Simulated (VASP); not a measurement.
# Zn4Se3S (Pmm2) in VASP: single point with PBE

Aim: the single point of Zn4Se3S with PBE.

All numbers are computed with VASP 6.6.1; they aren't measurements. Logs are shortened: lines on timing, memory, paths and dates and some standing lists are left out, and cuts for length are marked.

## (1) The cell of the first run

Symmetry: Pmm2, No. 25, orthorhombic system. Conventional cell: a = 4.002 Å, b = 8.009 Å, c = 5.657 Å, α = 90.00°, β = 90.00°, γ = 90.00°. Zn (site symmetry m) has 1 S at 2.37 Å and 3 Se at 2.47 to 2.49 Å within 3.1 Å. Zn (site symmetry mm2) has 2 S at 2.39 Å and 2 Se at 2.48 Å within 3.2 Å. Within 3.3 Å of Zn (site symmetry mm2) lie 4 Se at 2.47 Å. Se (site symmetry m) has 4 Zn at 2.47 to 2.48 Å within 3.3 Å. Se (site symmetry mm2) has 4 Zn at 2.47 to 2.49 Å within 3.3 Å. Within 3.1 Å of S (site symmetry mm2) lie 4 Zn at 2.37 to 2.39 Å.

## (2) Single point, PBE

INCAR reads:

```
SYSTEM = Zn4Se3S
ALGO = Normal
EDIFF = 1E-6
ENCUT = 520
GGA = PE
ISIF = 2
ISMEAR = 0
LASPH = .True.
LCHARG = .False.
LREAL = .False.
LWAVE = .False.
NBANDS = 46
NELM = 60
PREC = Accurate
SIGMA = 0.02
```

KPOINTS reads:

```
k-points
0
Gamma
  8 4 6
  0 0 0
```

POSCAR reads:

```
Zn4Se3S
1.0
    4.0015399000      0.0000000000      0.0000000000
    0.0000000000      8.0088897000      0.0000000000
    0.0000000000      0.0000000000      5.6569268000
Zn Se S
4 3 1
Direct
    0.0000000000      0.7407120000      0.9934720000
    0.5000000000      0.5000000000      0.5176930000
    0.0000000000      0.2592880000      0.9934720000
    0.5000000000      0.0000000000      0.4947540000
    0.5000000000      0.7448270000      0.2501230000
    0.5000000000      0.2551730000      0.2501230000
    0.0000000000      0.0000000000      0.7508930000
    0.0000000000      0.5000000000      0.7494700000
```

Potentials or basis: VASP PAW PBE potentials, release 64 (Zn, Se, S).

Command:

```sh
cat potpaw_PBE.64/Zn/POTCAR potpaw_PBE.64/Se/POTCAR potpaw_PBE.64/S/POTCAR > POTCAR
mpirun -np 1 vasp_std > vasp.out
```

OUTCAR:

```text
SYSTEM = Zn4Se3S
   EDIFF = 1E-6
   ENCUT = 520
   GGA = PE
   ISIF = 2
   ISMEAR = 0
   LASPH = .True.
   LREAL = .False.
   NELM = 60
   PREC = Accurate

 ion  position               nearest neighbor table
   1  0.000  0.741  0.993-   8 2.37   5 2.47   5 2.47   7 2.49
   2  0.500  0.500  0.518-   8 2.39   8 2.39   5 2.48   6 2.48
   3  0.000  0.259  0.993-   8 2.37   6 2.47   6 2.47   7 2.49
   4  0.500  0.000  0.495-   5 2.47   6 2.47   7 2.47   7 2.47
   5  0.500  0.745  0.250-   4 2.47   1 2.47   1 2.47   2 2.48
   6  0.500  0.255  0.250-   4 2.47   3 2.47   3 2.47   2 2.48
   7  0.000  0.000  0.751-   4 2.47   4 2.47   1 2.49   3 2.49
   8  0.000  0.500  0.749-   1 2.37   3 2.37   2 2.39   2 2.39

  LATTYP: Found a simple orthorhombic cell.
 ALAT       =     4.0015399000
 B/A-ratio  =     1.4136874657
 C/A-ratio  =     2.0014519160

  Lattice vectors:

 A1 = (  -4.0015399000,   0.0000000000,   0.0000000000)
 A2 = (   0.0000000000,   0.0000000000,   5.6569268000)
 A3 = (   0.0000000000,   8.0088897000,   0.0000000000)

Analysis of symmetry for initial positions (statically):
=====================================================================
 Subroutine PRICEL returns:
 Original cell was already a primitive cell.

 Routine SETGRP: Setting up the symmetry group for a
 simple orthorhombic supercell.

 Subroutine GETGRP returns: Found  4 space group operations
 (whereof  4 operations were pure point group operations)
 out of a pool of  8 trial point group operations.

The static configuration has the point symmetry C_2v.

Analysis of symmetry for dynamics (positions and initial velocities):
=====================================================================
 Subroutine PRICEL returns:
 Original cell was already a primitive cell.

 Routine SETGRP: Setting up the symmetry group for a
 simple orthorhombic supercell.

 Subroutine GETGRP returns: Found  4 space group operations
 (whereof  4 operations were pure point group operations)
 out of a pool of  8 trial point group operations.

The dynamic configuration has the point symmetry C_2v.

 Subroutine INISYM returns: Found  4 space group operations
 (whereof  4 operations are pure point group operations),
 and found     1 'primitive' translations

----------------------------------------------------------------------------------------

                                     Primitive cell

  volume of cell :     181.2926

  direct lattice vectors                    reciprocal lattice vectors
     4.001539900  0.000000000  0.000000000     0.249903793  0.000000000  0.000000000
     0.000000000  8.008889700  0.000000000     0.000000000  0.124861253  0.000000000
     0.000000000  0.000000000  5.656926800     0.000000000  0.000000000  0.176774428

  length of vectors
     4.001539900  8.008889700  5.656926800     0.249903793  0.124861253  0.176774428

  position of ions in fractional coordinates (direct lattice)
     0.000000000  0.740712000  0.993472000
     0.500000000  0.500000000  0.517693000
     0.000000000  0.259288000  0.993472000
     0.500000000  0.000000000  0.494754000
     0.500000000  0.744827000  0.250123000
     0.500000000  0.255173000  0.250123000
     0.000000000  0.000000000  0.750893000
     0.000000000  0.500000000  0.749470000

  ion indices of the primitive-cell ions
   primitive index   ion index
                 1           1
                 2           2
                 3           3
                 4           4
                 5           5
                 6           6
                 7           7
                 8           8

----------------------------------------------------------------------------------------

 KPOINTS: k-points

Automatic generation of k-mesh.
 Grid dimensions read from file:
 generate k-points for:    8    4    6

 Generating k-lattice:

  Cartesian coordinates                     Fractional coordinates (reciprocal lattice)
     0.031237974  0.000000000  0.000000000     0.125000000  0.000000000  0.000000000
     0.000000000  0.031215313  0.000000000     0.000000000  0.250000000  0.000000000
     0.000000000  0.000000000  0.029462405     0.000000000  0.000000000  0.166666667

  Length of vectors
     0.031237974  0.031215313  0.029462405

  Shift w.r.t. Gamma in fractional coordinates (k-lattice)
     0.000000000  0.000000000  0.000000000

 Subroutine IBZKPT returns following result:
 ===========================================

 Found     60 irreducible k-points:

 Following reciprocal coordinates:
            Coordinates               Weight
  0.000000  0.000000  0.000000      1.000000
  0.125000  0.000000  0.000000      2.000000
  0.250000  0.000000  0.000000      2.000000
  0.375000  0.000000  0.000000      2.000000
  0.500000  0.000000  0.000000      1.000000
  0.000000  0.250000  0.000000      2.000000
[... 16 lines left out ...]
  0.250000  0.250000  0.166667      8.000000
  0.375000  0.250000  0.166667      8.000000
 [... further k-points ...]
   k-points           NKPTS =     60   k-points in BZ     NKDIM =     60   number of bands    NBANDS=     46
   number of dos      NEDOS =    301   number of ions     NIONS =      8
   total plane-waves  NPLWV =  75600
   dimension x,y,z NGX =    30 NGY =   60 NGZ =   42
   dimension x,y,z NGXF=    60 NGYF=  120 NGZF=   84
   ions per type =               4   3   1
   NGX,Y,Z   is equivalent  to a cutoff of  12.46, 12.45, 12.34 a.u.
   NGXF,Y,Z  is equivalent  to a cutoff of  24.93, 24.91, 24.69 a.u.
 SYSTEM =  Zn4Se3S
   PREC   = accura    normal or accurate (medium, high low for compatibility)
   ISTART =      0    job   : 0-new  1-cont  2-samecut
   ICHARG =      2    charge: 1-file 2-atom 10-const
   ISPIN  =      1    spin polarized calculation?
   LNONCOLLINEAR =      F non collinear calculations
   LSORBIT =      F    spin-orbit coupling
   LASPH  =      T    aspherical Exc in radial PAW
   ENCUT  =  520.0 eV  38.22 Ry    6.18 a.u.   7.44 14.89 10.52*2*pi/ulx,y,z
   NELM   =     60;   NELMIN=  2; NELMDL= -5     # of ELM steps
   EDIFF  = 0.1E-05   stopping-criterion for ELM
   LREAL  =      F    real-space projection
   EDIFFG = 0.1E-04   stopping-criterion for IOM
   NSW    =      0    number of steps for IOM
   IBRION =     -1    ionic relax: 0-MD 1-quasi-New 2-CG
   NFREE  =      0    steps in history (QN), initial steepest desc. (CG)
   ISIF   =      2    stress and relaxation
   ISYM   =      2    0-nonsym 1-usesym 2-fastsym
   POTIM  = 0.5000    time-step for ionic-motion
   TEBEG  =    0.0;   TEEND  =   0.0 temperature during run
   PSTRESS=    0.0 pullay stress
   NELECT =      72.0000    total number of electrons
   NUPDOWN=      -1.0000    fix difference up-down
   EMIN   =  10.00;   EMAX   =-10.00  energy-range for DOS
   EFERMI =   0.00;   METHOD = LEGACY
   ISMEAR =     0;   SIGMA  =   0.02  broadening in eV -4-tet -1-fermi 0-gaus
   EFERMI_NEDOS =   21; number of points for ismear=-14 and -15
   IALGO  =     38    algorithm
   IMIX   =      4    mixing-type and parameters
     AMIX     =   0.40;   BMIX     =  1.00
     AMIX_MAG =   1.60;   BMIX_MAG =  1.00
  volume/ion in A,a.u.               =      22.66       152.93
  Fermi-wavevector in a.u.,A,eV,Ry     =   1.203351  2.274004 19.701966  1.448054
  Thomas-Fermi vector in A             =   2.339107
   LORBIT       =      0    0 simple, 1 ext, 2 COOP (PROOUT), +10 PAW based schemes
   GGA     = PE    functional components
   LHFCALC =     F    Hartree Fock is set to
   AEXX    =    0.0000 exact exchange contribution
   IVDW    =     0    specifies the selected vdW correction
   LEPSILON=     F    determine dielectric tensor
   LRPA    =     F    only Hartree local field effects (RPA)
 non-spin polarized calculation
 Gauss-broadening in eV      SIGMA  =   0.02
  energy-cutoff  :      520.00
  volume of cell :      181.29
 maximum number of plane-waves:      4920
 NGX is ok and might be reduce to    30
   NGX = 15   NGY = 29   NGZ = 21

 number of electron      72.0000051 magnetization

 Free energy of the ion-electron system (eV)
  ---------------------------------------------------
  ext. energy  EPLUGINS =         0.00000000
  ---------------------------------------------------
  free energy    TOTEN  =       -24.90178823 eV

  energy without entropy =      -24.90178823  energy(sigma->0) =      -24.90178823

 E-fermi :   1.6650     XC(G=0):  -9.2585

 val. band max:        1.5254863396   @ k =   0.0000   0.0000   0.0000
 cond. band min:       2.8076574713   @ k =   0.0000   0.0000   0.0000
 fundamental gap:      1.2821711317
 Fermi energy:         1.6650236248

 k-point     1 :       0.0000    0.0000    0.0000
  band No.  band energies     occupation
      1     -11.5699      2.00000
      2     -10.8272      2.00000
      3     -10.8077      2.00000
      4     -10.5359      2.00000
      5      -4.9568      2.00000
      6      -4.9559      2.00000
[... 38 lines left out ...]
     45       7.7080      0.00000
     46       7.9645      0.00000

 k-point     2 :       0.1250    0.0000    0.0000
  band No.  band energies     occupation
      1     -11.5035      2.00000
      2     -10.7902      2.00000
      3     -10.7685      2.00000
      4     -10.5352      2.00000
      5      -4.9566      2.00000
      6      -4.9344      2.00000
[... 38 lines left out ...]
     45       7.5385      0.00000
     46       7.7517      0.00000

 k-point     3 :       0.2500    0.0000    0.0000
  band No.  band energies     occupation
      1     -11.3203      2.00000
      2     -10.7002      2.00000
      3     -10.6703      2.00000
      4     -10.5497      2.00000
      5      -4.9417      2.00000
      6      -4.9167      2.00000
[... 38 lines left out ...]
     45       7.8361      0.00000
     46       8.2610      0.00000

 k-point     4 :       0.3750    0.0000    0.0000
  band No.  band energies     occupation
      1     -11.0690      2.00000
      2     -10.6614      2.00000
      3     -10.5702      2.00000
      4     -10.5666      2.00000
      5      -4.9153      2.00000
      6      -4.9125      2.00000
[... 920 lines left out ...]
     45       7.8772      0.00000
     46       8.1587      0.00000

 k-point    23 :       0.2500    0.2500    0.1667
  band No.  band energies     occupation
      1     -11.2168      2.00000
      2     -10.8553      2.00000
      3     -10.6196      2.00000
      4     -10.5585      2.00000
      5      -4.9348      2.00000
      6      -4.9168      2.00000
[... 38 lines left out ...]
     45       8.3939      0.00000
     46       8.4992      0.00000

 k-point    24 :       0.3750    0.2500    0.1667
  band No.  band energies     occupation
      1     -10.9914      2.00000
      2     -10.7041      2.00000
      3     -10.6404      2.00000
      4     -10.5333      2.00000
      5      -4.9100      2.00000
      6      -4.8990      2.00000
[... 38 lines left out ...]
     45       8.4357      0.00000
     46       8.7163      0.00000

 [... further k-points ...]
[... 5 lines left out ...]
  --------------------------------------------------------------------------------------
  -------------------------------------------------------------------------------------
  Total        0.2163608      0.2086761      0.2155948      0.0000000      0.0000000      0.0000000
  in kB        1.9120934      1.8441797      1.9053237      0.0000000      0.0000000      0.0000000
  external PRESSURE =       1.8871990 kB  Pullay stress =       0.0000000 kB

 VOLUME and BASIS-vectors are now :
 -----------------------------------------------------------------------------
  energy-cutoff  :      520.00
  volume of cell :      181.29
      direct lattice vectors                 reciprocal lattice vectors
     4.001539900  0.000000000  0.000000000     0.249903793  0.000000000  0.000000000
     0.000000000  8.008889700  0.000000000     0.000000000  0.124861253  0.000000000
     0.000000000  0.000000000  5.656926800     0.000000000  0.000000000  0.176774428

 POSITION                                       TOTAL-FORCE (eV/Angst)
 -----------------------------------------------------------------------------------
      0.00000      5.93228      5.62000        -0.000000     -0.002815     -0.003764
      2.00077      4.00444      2.92855        -0.000000      0.000000      0.004190
      0.00000      2.07661      5.62000        -0.000000      0.002815     -0.003764
      2.00077      0.00000      2.79879        -0.000000      0.000000     -0.000240
      2.00077      5.96524      1.41493         0.000000     -0.001124      0.000693
      2.00077      2.04365      1.41493         0.000000      0.001124      0.000693
      0.00000      0.00000      4.24775        -0.000000      0.000000      0.001601
      0.00000      4.00444      4.23970        -0.000000      0.000000      0.000592
 -----------------------------------------------------------------------------------
    total drift:                                0.000000      0.000000     -0.000596

  FREE ENERGIE OF THE ION-ELECTRON SYSTEM (eV)
  ---------------------------------------------------
  free  energy   TOTEN  =       -24.9017882315 eV

  energy  without entropy=      -24.9017882315  energy(sigma->0) =      -24.90178823
```

Run time: 5.4 min. Hardware: 1 thread of Intel Xeon Platinum 8375C at 2.90GHz (Ice Lake), shared host; peak memory 0.52 GiB.

Results:

* Free energy: -24.9018 eV
* Pressure: 0.2 GPa
* Largest force: 0.005 eV/Å
* Band gap on the k mesh: 1.28 eV, direct

Forces in eV/Å, atoms in the order of the input:
```
Zn   0.000 -0.003 -0.004
Zn   0.000  0.000  0.004
Zn   0.000  0.003 -0.004
Zn   0.000  0.000  0.000
Se   0.000 -0.001  0.001
Se   0.000  0.001  0.001
Se   0.000  0.000  0.002
S    0.000  0.000  0.001
```

Levels at points of the mesh, in eV from the valence-band top:
| k point | band 34 | band 35 | band 36 | band 37 | band 38 | band 39 |
| --- | --- | --- | --- | --- | --- | --- |
| (0.00, 0.00, 0.00) | -0.07 | -0.05 | 0.00 | 1.28 | 3.07 | 3.51 |
| (0.50, 0.00, 0.00) | -2.05 | -1.06 | -0.75 | 2.97 | 3.19 | 3.53 |
| (0.00, 0.50, 0.00) | -0.79 | -0.37 | -0.07 | 2.96 | 3.05 | 3.59 |
| (0.50, 0.50, 0.00) | -1.85 | -1.82 | -1.69 | 4.07 | 4.16 | 4.23 |
| (0.00, 0.00, 0.50) | -0.84 | -0.82 | -0.70 | 2.54 | 2.67 | 3.82 |
| (0.50, 0.00, 0.50) | -0.90 | -0.87 | -0.71 | 2.54 | 2.65 | 5.41 |
| (0.00, 0.50, 0.50) | -0.91 | -0.89 | -0.88 | 3.22 | 3.45 | 3.52 |
| (0.50, 0.50, 0.50) | -1.50 | -1.36 | -1.31 | 4.05 | 4.25 | 4.26 |
